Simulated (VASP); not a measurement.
The system is BN.

```
CELL_PARAMETERS angstrom
0.01536 1.80051 1.80051
1.80051 0.01536 1.80051
1.80051 1.80051 0.01536
ATOMIC_POSITIONS crystal
B 0.00006 0.00006 0.00006
N 0.24994 0.24994 0.24994
```

This cell differs from its parent crystal: epitaxial 111 strain -1.1%.

Base run:

```yaml
Program: VASP 6.6.1
Functional: r2SCAN
Potentials_or_basis: VASP PAW PBE potentials, release 64 (B, N)
Cutoff: 520 eV
k_mesh: 12 × 12 × 12
Occupations: gaussian, width 0.01 eV
Spin: no spin polarisation
```

Its results: band gap on the k mesh 4.98 eV, indirect (least direct gap 9.34 eV); pressure 9.4 GPa; largest force 0.003 eV/Å.

Question: The run is repeated on the same cell with these changes: functional from r2SCAN to PBE; occupations from gaussian, width 0.01 eV to fermi-dirac, width 0.02 eV. What comes out?

Answer: Band gap on the k mesh 4.46 eV, indirect (least direct gap 8.64 eV); pressure 13.3 GPa; largest force 0.020 eV/Å.

Caveats: the PAW data sets were made with another functional, which shifts forces and pressure a little (some runs).

A k mesh can miss the band edges.
